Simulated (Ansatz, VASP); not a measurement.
## One calculation of C, two programs

```
C
1.0
     3.55707    0.00000    0.00000
    -1.15052    3.73542    0.00000
    -0.51523   -0.22784    3.99681
C
8
Cartesian
  -0.0371 1.4268 3.1417
  2.0276 0.1515 0.1589
  2.3661 1.5424 2.2382
  0.5499 0.0931 2.8395
  2.1878 1.2927 3.8516
  1.0612 2.4048 3.6041
  1.7679 2.9500 2.4095
  1.8342 0.2058 1.7406
```

Change from the starting cell: the structure that the rattled fcc type (Fm-3m, No. 225) fell into.

Alike in both runs: task single point; functional PBE; k mesh 6 × 6 × 4; occupations gaussian, width 0.1 eV; no spin polarisation.

|  | VASP | Ansatz |
| --- | --- | --- |
| version | VASP 6.6.1 | Ansatz 0.2.0 |
| potentials or method | VASP PAW PBE potentials, release 64 (C), cutoff 520 eV | scalar-relativistic, plane waves, PAW |
| valence electrons in the cell | 32 | 32 |

|  | VASP | Ansatz | Ansatz less VASP |
| --- | --- | --- | --- |
| gap on the k mesh at the Fermi level (eV) | 2.26 | 2.27 | +0.001 |
| least direct gap on the mesh (eV) | 2.59 | 2.59 | +0.001 |
| pressure (GPa) | 0.6 | 0.0 | -0.62 |
| traceless stress, the component that is largest in VASP (GPa) | -0.11 | -0.10 | +0.017 |
| rms of the force components (eV/Å) | 0.024 | 0.019 | -0.0051 |

Atom by atom the forces differ by 0.025 eV/Å (rms over components).
